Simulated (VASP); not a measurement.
# AlO (P-3m1) in VASP: further runs, part 2 of 3

VASP 6.6.1.

## (3) Single point, PBE (atoms taken out)

Contents of INCAR:

```
  ALGO = Normal
  EDIFF = 1E-6
  ENCUT = 520
  GGA = PE
  ISIF = 2
  ISMEAR = 0
  LASPH = T
  LCHARG = T
  LELF = T
  LREAL = F
  LVHAR = T
  LWAVE = F
  NBANDS = 17
  NELM = 80
  PREC = Accurate
  SIGMA = 0.1
```

Contents of KPOINTS:

```
k-points
0
Gamma
  6 6 2
```

Contents of POSCAR:

```
AlO
1.0
    2.9741369229     -0.0000000034      0.0000000000
   -1.4870684585      2.5756781313      0.0000000000
    0.0000000000      0.0000000000      7.6186985213
Al O
2 2
Direct
    0.0000000000      0.0000000000      0.6724705205
    0.0000000000      0.0000000000      0.3275294795
    0.3333333333      0.6666666667      0.7596020043
    0.6666666667      0.3333333333      0.2403979957
```

Potentials or basis: VASP PAW PBE potentials, release 64 (Al, O).

Launch:

```sh
> cat potpaw_PBE.64/Al/POTCAR potpaw_PBE.64/O/POTCAR > POTCAR
> mpirun -np 1 vasp_std > vasp.out
```

OUTCAR:

```text
EDIFF = 1E-6
   ENCUT = 520
   GGA = PE
   ISIF = 2
   ISMEAR = 0
   LASPH = T
   LREAL = F
   NELM = 80
   PREC = Accurate

 ion  position               nearest neighbor table
   1  0.000  0.000  0.672-   3 1.84   3 1.84   3 1.84   2 2.63
   2  0.000  0.000  0.328-   4 1.84   4 1.84   4 1.84   1 2.63
   3  0.333  0.667  0.760-   1 1.84   1 1.84   1 1.84
   4  0.667  0.333  0.240-   2 1.84   2 1.84   2 1.84
[... 467 lines left out ...]

  FORCE on cell =-STRESS in cart. coord.  units (eV):
  Direction    XX          YY          ZZ          XY          YZ          ZX
  --------------------------------------------------------------------------------------
  -------------------------------------------------------------------------------------
  Total       -0.0214211     -0.0214211     -0.0070884     -0.0000000      0.0000000     -0.0000000
  in kB       -0.5880576     -0.5880576     -0.1945928     -0.0000000      0.0000000     -0.0000000
  external PRESSURE =      -0.4569026 kB  Pullay stress =       0.0000000 kB

 VOLUME and BASIS-vectors are now :
 -----------------------------------------------------------------------------
  energy-cutoff  :      520.00
  volume of cell :       58.36
      direct lattice vectors                 reciprocal lattice vectors
     2.974136923 -0.000000003  0.000000000     0.336231998  0.194123634  0.000000000
    -1.487068459  2.575678131  0.000000000     0.000000000  0.388247269  0.000000000
     0.000000000  0.000000000  7.618698521     0.000000000  0.000000000  0.131256014

 POSITION                                       TOTAL-FORCE (eV/Angst)
 -----------------------------------------------------------------------------------
      0.00000      0.00000      5.12335         0.000000      0.000000      0.026436
      0.00000      0.00000      2.49535         0.000000      0.000000     -0.026436
      0.00000      1.71712      5.78718        -0.000000      0.000000     -0.023250
      1.48707      0.85856      1.83152        -0.000000     -0.000000      0.023250
 -----------------------------------------------------------------------------------
    total drift:                               -0.000000      0.000000     -0.000000

  FREE ENERGIE OF THE ION-ELECTRON SYSTEM (eV)
  ---------------------------------------------------
  free  energy   TOTEN  =       -26.3965926467 eV

  energy  without entropy=      -26.3965926467  energy(sigma->0) =      -26.39659265
```

OSZICAR:

```text
N       E                     dE             d eps       ncg     rms          rms(c)
DAV:   1     0.683206724452E+02    0.68321E+02   -0.84157E+03   476   0.924E+02
DAV:   2    -0.243551582805E+02   -0.92676E+02   -0.88299E+02   598   0.194E+02
DAV:   3    -0.297215673034E+02   -0.53664E+01   -0.53485E+01   635   0.504E+01
DAV:   4    -0.297713374905E+02   -0.49770E-01   -0.49765E-01   539   0.535E+00
DAV:   5    -0.297721539099E+02   -0.81642E-03   -0.81641E-03   648   0.687E-01    0.111E+01
DAV:   6    -0.264739740900E+02    0.32982E+01   -0.11302E+01   490   0.256E+01    0.455E+00
DAV:   7    -0.264202262003E+02    0.53748E-01   -0.32421E-01   503   0.427E+00    0.228E+00
DAV:   8    -0.263950975908E+02    0.25129E-01   -0.71180E-02   606   0.229E+00    0.676E-01
DAV:   9    -0.263954828714E+02   -0.38528E-03   -0.17530E-02   553   0.916E-01    0.199E-01
DAV:  10    -0.263965379968E+02   -0.10551E-02   -0.12546E-03   486   0.264E-01    0.210E-02
DAV:  11    -0.263965791166E+02   -0.41120E-04   -0.11817E-04   529   0.777E-02    0.158E-02
DAV:  12    -0.263965926469E+02   -0.13530E-04   -0.36547E-05   485   0.475E-02    0.699E-03
DAV:  13    -0.263965926467E+02    0.26080E-09   -0.33264E-06   625   0.147E-02
   1 F= -.26396593E+02 E0= -.26396593E+02  d E =-.246387E-11
```

It took 12 s on 1 thread of Intel Xeon 8259CL, shared host; peak memory 0.17 GiB.

What came out:

```
Free energy            : -26.3966 eV
Pressure               : 0.0 GPa
Largest force          : 0.026 eV/Å
Band gap on the k mesh : 1.10 eV (least direct gap 1.79 eV)
```

Forces on the atoms (eV/Å):
```
Al   0.000  0.000  0.026
Al   0.000  0.000 -0.026
O    0.000  0.000 -0.023
O    0.000  0.000  0.023
```

Caveat: the cell differs from its parent crystal (atoms taken out). A k mesh can miss the band edges.

## (4) Single point, PBE

This run uses another cell than the first one: it holds 8 atoms, not 4.

Contents of INCAR:

```
SYSTEM = AlO
PREC = Accurate ; ENCUT = 520
EDIFF = 1E-6 ; ISMEAR = 0
SIGMA = 0.1 ; LREAL = .False.
LASPH = .True. ; NELM = 100
ALGO = Normal ; ISIF = 2
LWAVE = .False. ; LCHARG = .False.
GGA = PE ; NBANDS = 28
```

Contents of KPOINTS:

```
regular mesh
0
Gamma
  6 6 1
  0 0 0
```

Contents of POSCAR:

```
AlO
1.0
    2.9731059046      0.0000000000      0.0000000000
   -1.4865529523      2.5747852415      0.0000000000
    0.0000000000      0.0000000000     15.5699063560
Al O
4 4
Direct
    0.0000000000      1.0000000000      0.3344502133
    0.0000000000      1.0000000000      0.8344502133
    1.0000000000      0.0000000000      0.1655497867
    1.0000000000      0.0000000000      0.6655497867
    0.3333333333      0.6666666667      0.3771152714
    0.3333333333      0.6666666667      0.8771152714
    0.6666666667      0.3333333333      0.1228847286
    0.6666666667      0.3333333333      0.6228847286
```

Potentials or basis: VASP PAW PBE potentials, release 64 (Al, O).

Launch:

```sh
> cat potpaw_PBE.64/Al/POTCAR potpaw_PBE.64/O/POTCAR > POTCAR
> mpirun -np 1 vasp_std > vasp.out
```

OUTCAR:

```text
SYSTEM = AlO
   PREC = Accurate
   ENCUT = 520
   EDIFF = 1E-6
   ISMEAR = 0
   LREAL = .False.
   LASPH = .True.
   NELM = 100
   ISIF = 2
   GGA = PE

 ion  position               nearest neighbor table
   1  0.000  0.000  0.334-   5 1.84   5 1.84   5 1.84   3 2.63
   2  0.000  0.000  0.834-   6 1.84   6 1.84   6 1.84   4 2.63
   3  0.000  0.000  0.166-   7 1.84   7 1.84   7 1.84   1 2.63
   4  0.000  0.000  0.666-   8 1.84   8 1.84   8 1.84   2 2.63
   5  0.333  0.667  0.377-   1 1.84   1 1.84   1 1.84
   6  0.333  0.667  0.877-   2 1.84   2 1.84   2 1.84
   7  0.667  0.333  0.123-   3 1.84   3 1.84   3 1.84
   8  0.667  0.333  0.623-   4 1.84   4 1.84   4 1.84
[... 7 lines left out ...]
 A1 = (   2.9731059046,   0.0000000000,   0.0000000000)
 A2 = (  -1.4865529523,   2.5747852415,   0.0000000000)
 A3 = (   0.0000000000,   0.0000000000,  15.5699063560)

Analysis of symmetry for initial positions (statically):
=====================================================================
 Subroutine PRICEL returns following result:

  LATTYP: Found a hexagonal cell.
 ALAT       =     2.9731059046
 C/A-ratio  =     2.6184580798

  Lattice vectors:

 A1 = (   2.9731059046,   0.0000000000,   0.0000000000)
 A2 = (  -1.4865529523,   2.5747852415,   0.0000000000)
 A3 = (   0.0000000000,   0.0000000000,   7.7849531780)

   2 primitive cells build up your supercell.

 Routine SETGRP: Setting up the symmetry group for a
 hexagonal supercell.

 Subroutine GETGRP returns: Found 12 space group operations
 (whereof 12 operations were pure point group operations)
 out of a pool of 24 trial point group operations.

The static configuration has the point symmetry D_3d.

Analysis of symmetry for dynamics (positions and initial velocities):
=====================================================================
 Subroutine PRICEL returns following result:

  LATTYP: Found a hexagonal cell.
[... 127 lines left out ...]
  Thomas-Fermi vector in A             =   2.234784
   LORBIT       =      0    0 simple, 1 ext, 2 COOP (PROOUT), +10 PAW based schemes
   GGA     = PE    functional components
   LHFCALC =     F    Hartree Fock is set to
   AEXX    =    0.0000 exact exchange contribution
   IVDW    =     0    specifies the selected vdW correction
   LEPSILON=     F    determine dielectric tensor
   LRPA    =     F    only Hartree local field effects (RPA)
 non-spin polarized calculation
 Gauss-broadening in eV      SIGMA  =   0.10
  energy-cutoff  :      520.00
  volume of cell :      119.19
 maximum number of plane-waves:      3261
 NGX is ok and might be reduce to    24

 number of electron      35.9999994 magnetization

 Free energy of the ion-electron system (eV)
  ---------------------------------------------------
  ext. energy  EPLUGINS =         0.00000000
  ---------------------------------------------------
  free energy    TOTEN  =       -52.79475231 eV

  energy without entropy =      -52.79475231  energy(sigma->0) =      -52.79475231

 E-fermi :   4.7414     XC(G=0):  -8.8321

 val. band max:        4.2488828363   @ k =   0.3333   0.3333   0.0000
 cond. band min:       5.3542268960   @ k =   0.5000  -0.0000   0.0000
 fundamental gap:      1.1053440597
 Fermi energy:         4.7413505012

 k-point     1 :       0.0000    0.0000    0.0000
  band No.  band energies     occupation
      1     -16.3326      2.00000
      2     -16.3209      2.00000
      3     -16.2714      2.00000
      4     -16.2596      2.00000
      5      -3.2820      2.00000
      6      -3.2021      2.00000
[... 206 lines left out ...]
     27      12.4436      0.00000
     28      12.5017      0.00000

------------------------ aborting loop because EDIFF is reached ----------------------------------------

  FORCE on cell =-STRESS in cart. coord.  units (eV):
  Direction    XX          YY          ZZ          XY          YZ          ZX
  --------------------------------------------------------------------------------------
  -------------------------------------------------------------------------------------
  Total        0.0280791      0.0280791     -0.1209520      0.0000000      0.0000000      0.0000000
  in kB        0.3774469      0.3774469     -1.6258712      0.0000000      0.0000000      0.0000000
  external PRESSURE =      -0.2903258 kB  Pullay stress =       0.0000000 kB

 VOLUME and BASIS-vectors are now :
 -----------------------------------------------------------------------------
  energy-cutoff  :      520.00
  volume of cell :      119.19
      direct lattice vectors                 reciprocal lattice vectors
     2.973105905  0.000000000  0.000000000     0.336348597  0.194190953  0.000000000
    -1.486552952  2.574785241  0.000000000     0.000000000  0.388381906  0.000000000
     0.000000000  0.000000000 15.569906356     0.000000000  0.000000000  0.064226462

 POSITION                                       TOTAL-FORCE (eV/Angst)
 -----------------------------------------------------------------------------------
      0.00000      0.00000      5.20736         0.000000     -0.000000      0.019462
      0.00000      0.00000     12.99231        -0.000000     -0.000000      0.019462
      0.00000      0.00000      2.57759        -0.000000      0.000000     -0.019462
      0.00000      0.00000     10.36255        -0.000000      0.000000     -0.019462
     -0.00000      1.71652      5.87165         0.000000     -0.000000     -0.022019
     -0.00000      1.71652     13.65660         0.000000     -0.000000     -0.022019
      1.48655      0.85826      1.91330         0.000000      0.000000      0.022019
      1.48655      0.85826      9.69826        -0.000000     -0.000000      0.022019
 -----------------------------------------------------------------------------------
    total drift:                               -0.000000      0.000000      0.000000

  FREE ENERGIE OF THE ION-ELECTRON SYSTEM (eV)
  ---------------------------------------------------
  free  energy   TOTEN  =       -52.7947523081 eV

  energy  without entropy=      -52.7947523081  energy(sigma->0) =      -52.79475231
```

Wall time 25 s (1 thread of Intel Xeon 8259CL, shared host); peak memory 0.24 GiB.

Results:

| Item | Value |
| --- | --- |
| Free energy | -52.7948 eV |
| Pressure | 0.0 GPa |
| Largest force | 0.022 eV/Å |
| Band gap on the k mesh | 1.11 eV |

Forces in eV/Å, atoms in the order of the input:
```
Al   0.000  0.000  0.019
Al   0.000  0.000  0.019
Al   0.000  0.000 -0.019
Al   0.000  0.000 -0.019
O    0.000  0.000 -0.022
O    0.000  0.000 -0.022
O    0.000  0.000  0.022
O    0.000  0.000  0.022
```

A k mesh can miss the band edges.

## (5) Relaxation of cell and atoms, PBE (atoms taken out)

Contents of INCAR:

```
ALGO     = Normal         # electronic algorithm
EDIFF    = 1E-7           # SCF threshold, eV
EDIFFG   = -0.04          # ionic threshold
ENCUT    = 600            # plane-wave cutoff, eV
GGA      = PE             # functional
IBRION   = 2              # ionic algorithm
ISIF     = 3              # what is computed and relaxed
ISMEAR   = 0              # smearing method
LASPH    = T              # aspherical terms in the spheres
LCHARG   = F              # write CHGCAR
LREAL    = F              # projectors in reciprocal space
LWAVE    = F              # write WAVECAR
NELM     = 100            # most SCF steps
NSW      = 90             # ionic steps
PREC     = Accurate       # precision mode
SIGMA    = 0.1            # smearing width, eV
```

Contents of KPOINTS:

```
k-points
0
Gamma
  6 6 2
```

Contents of POSCAR:

```
AlO
1.0
    2.5028996300      0.0000000000      0.0000000000
   -1.2514498100      2.1675746600      0.0000000000
    0.0000000000      0.0000000000      8.0092788100
Al O
2 2
Direct
    0.0000000000      0.0000000000      0.7500000000
    0.0000000000      0.0000000000      0.2500000000
    0.3333333300      0.6666666700      0.8700000000
    0.6666666700      0.3333333300      0.1300000000
```

Potentials or basis: VASP PAW PBE potentials, release 64 (Al, O).

Launch:

```sh
> cat potpaw_PBE.64/Al/POTCAR potpaw_PBE.64/O/POTCAR > POTCAR
> mpirun -np 1 vasp_std > vasp.out
```

OUTCAR:

```text
EDIFF = 1E-7
   EDIFFG = -0.04
   ENCUT = 600
   GGA = PE
   IBRION = 2
   ISIF = 3
   ISMEAR = 0
   LASPH = T
   LREAL = F
   NELM = 100
   NSW = 90
   PREC = Accurate

 ion  position               nearest neighbor table
   1  0.000  0.000  0.750-   3 1.74   3 1.74   3 1.74
   2  0.000  0.000  0.250-   4 1.74   4 1.74   4 1.74
   3  0.333  0.667  0.870-   1 1.74   1 1.74   1 1.74
   4  0.667  0.333  0.130-   2 1.74   2 1.74   2 1.74

  LATTYP: Found a hexagonal cell.
 ALAT       =     2.5028996300
 C/A-ratio  =     3.1999999976

  Lattice vectors:

 A1 = (   2.5028996300,   0.0000000000,   0.0000000000)
 A2 = (  -1.2514498100,   2.1675746600,   0.0000000000)
 A3 = (   0.0000000000,   0.0000000000,   8.0092788100)

Analysis of symmetry for initial positions (statically):
[... 731 lines left out ...]
      4      -0.9573      2.00000
      5      -0.9573      2.00000
      6      -0.7875      2.00000
      7       2.0022      2.00000
      8       2.0022      2.00000
      9       6.6244      2.00000
     10       8.7893      0.00000
     11       8.7893      0.00000
     12      13.6550      0.00000
     13      14.5014      0.00000

[... ionic steps 4 to 30 ...]

--------------------------------------- Ionic step       31  -------------------------------------------

 number of electron      17.9999994 magnetization

------------------------ aborting loop because EDIFF is reached ----------------------------------------
[... 71 lines left out ...]
--------------------------------------- Ionic step       33  -------------------------------------------

 number of electron      17.9999993 magnetization

 Free energy of the ion-electron system (eV)
  ---------------------------------------------------
  ext. energy  EPLUGINS =         0.00000000
  ---------------------------------------------------
  free energy    TOTEN  =       -26.36385216 eV

  energy without entropy =      -26.36385216  energy(sigma->0) =      -26.36385216

 E-fermi :   5.6187     XC(G=0):  -9.3741

 val. band max:        5.0926389273   @ k =   0.3333   0.3333   0.5000
 cond. band min:       6.1082003272   @ k =   0.5000   0.0000   0.5000
 fundamental gap:      1.0155614000
 Fermi energy:         5.6187238328
[... 253 lines left out ...]
  FREE ENERGIE OF THE ION-ELECTRON SYSTEM (eV)
  ---------------------------------------------------
  free  energy   TOTEN  =       -26.3638521612 eV

  energy  without entropy=      -26.3638521612  energy(sigma->0) =      -26.36385216

 reached required accuracy - stopping structural energy minimisation
```

OSZICAR:

```text
N       E                     dE             d eps       ncg     rms          rms(c)
DAV:   1     0.928071768311E+02    0.92807E+02   -0.10209E+04   372   0.140E+03
DAV:   2    -0.200099276723E+02   -0.11282E+03   -0.10404E+03   475   0.272E+02
DAV:   3    -0.257401281360E+02   -0.57302E+01   -0.57134E+01   444   0.685E+01
[... 349 lines left out ...]
DAV:   2    -0.263640366305E+02    0.19125E-03   -0.22148E-03   449   0.439E-01    0.712E-02
DAV:   3    -0.263638720530E+02    0.16458E-03   -0.17892E-04   429   0.123E-01    0.239E-02
DAV:   4    -0.263638522712E+02    0.19782E-04   -0.61051E-05   454   0.691E-02    0.511E-03
DAV:   5    -0.263638522187E+02    0.52469E-07   -0.34888E-06   394   0.171E-02    0.305E-03
DAV:   6    -0.263638521612E+02    0.57535E-07   -0.71666E-07   394   0.816E-03
  33 F= -.26363852E+02 E0= -.26363852E+02  d E =-.693547E-03
```

CONTCAR:

```text
AlO
   1.00000000000000
     2.9634070018644292    0.0000000009421465   -0.0000000000000000
    -1.4817034941963434    2.5663857408141975   -0.0000000000000000
    -0.0000000000000000    0.0000000000000000    7.1933102886247617
  Al              O
     2     2
Direct
     0.0000000000000000    0.0000000000000000    0.6829962188899488
     0.0000000000000000    1.0000000000000000    0.3170037811100514
     0.3333333300000021    0.6666666699999979    0.7757135881845603
     0.6666666699999979    0.3333333300000021    0.2242864118154396

  0.00000000E+00  0.00000000E+00  0.00000000E+00
  0.00000000E+00  0.00000000E+00  0.00000000E+00
  0.00000000E+00  0.00000000E+00  0.00000000E+00
  0.00000000E+00  0.00000000E+00  0.00000000E+00
```

It took 4.4 min on 1 thread of Intel Xeon 8259CL, shared host; peak memory 0.16 GiB.

Results:

```yaml
Free_energy: -26.3639 eV
Relaxed_volume: 13.68 Å³/atom
Relaxed_cell: a = 2.963 Å, b = 2.963 Å, c = 7.193 Å, α = 90.00°, β = 90.00°, γ = 120.00°
Space_group_after_relaxing_to_0.1_Å: P-3m1 (No. 164)
Energy_gained_by_relaxing: 1330.5 meV/atom
Ionic_steps: 33
Pressure_after_relaxing: 0.3 GPa
Largest_force_after_relaxing: 0.031 eV/Å
Band_gap_on_the_k_mesh: 1.02 eV (least direct gap 1.75 eV)
```

Forces in eV/Å, atoms in the order of the input:
```
Al   0.000  0.000 -0.031
Al   0.000  0.000  0.031
O    0.000  0.000 -0.024
O    0.000  0.000  0.024
```

Step by step:
```tsv
step	energy change (eV)	largest force (eV/Å)	pressure (GPa)	volume (Å³)
1	0.0000	1.5265	53.18	43.45
2	-2.2456	3.2525	-20.38	69.17
3	-2.9300	3.2174	-7.10	58.43
4	-3.6292	1.5381	-0.72	57.64
5	-3.6352	1.2238	-1.38	57.73
6	-3.8269	1.3392	-2.82	56.72
7	-4.3977	1.5287	-5.81	53.99
8	-4.7515	1.1312	-0.11	48.07
9	-4.8140	1.4449	-6.24	51.45
10	-4.9523	0.7458	-4.82	49.78
11	-5.0435	0.1548	2.87	47.49
12	-5.0449	0.1557	1.95	47.73
13	-5.1345	0.1838	3.01	47.93
14	-5.1560	0.7201	7.22	48.28
15	-5.1851	0.5040	5.27	48.16
16	-5.2227	0.6492	-1.08	50.44
17	-5.2236	0.5672	-0.29	50.13
18	-5.2446	0.4114	-0.65	50.65
19	-5.2706	0.3847	-1.47	52.10
20	-5.2886	0.2432	0.21	51.89
21	-5.2944	0.1152	1.86	51.69
22	-5.3040	0.2528	0.41	52.59
23	-5.3041	0.2933	0.25	52.69
24	-5.3135	0.1784	-0.15	53.58
25	-5.3149	0.1644	-0.32	54.05
26	-5.3176	0.1324	0.28	54.09
27	-5.3179	0.1843	0.56	54.12
28	-5.3197	0.1095	0.27	54.31
29	-5.3203	0.0425	0.03	54.49
30	-5.3208	0.0101	-0.01	54.55
31	-5.3215	0.0702	-0.09	54.67
32	-5.3220	0.0479	0.12	54.69
33	-5.3222	0.0309	0.34	54.71
```

Final structure:
```
CELL_PARAMETERS angstrom
2.96341 0.00000 0.00000
-1.48170 2.56639 0.00000
0.00000 0.00000 7.19331
ATOMIC_POSITIONS crystal
Al 0.00000 0.00000 0.68300
Al 0.00000 0.00000 0.31700
O 0.33333 0.66667 0.77571
O 0.66667 0.33333 0.22429
```

Levels at points of the mesh, in eV from the valence-band top:
```tsv
k point	band 5	band 6	band 7	band 8	band 9	band 10	band 11	band 12	band 13
(0.00, 0.00, 0.00)	-4.59	-4.59	-4.57	-4.57	-2.77	2.08	3.83	8.33	8.62
(0.50, 0.00, 0.00)	-5.27	-5.21	-4.82	-4.47	-0.67	1.13	4.13	6.67	7.90
(0.00, 0.00, 0.50)	-4.58	-4.58	-4.58	-4.58	-2.09	1.29	4.72	6.78	10.35
(0.50, 0.00, 0.50)	-5.24	-5.24	-4.66	-4.56	-0.74	1.02	4.35	6.82	7.30
```

Caveat: the k points lie up to 0.44 Å⁻¹ apart in the final cell; the cell differs from its parent crystal (atoms taken out); the volume moved by over 15 % at a fixed basis, so the end points are rough.

(Part 2 of 3 ends here.)

The gap in the log of VASP goes by the Fermi energy; the results here count the filled bands.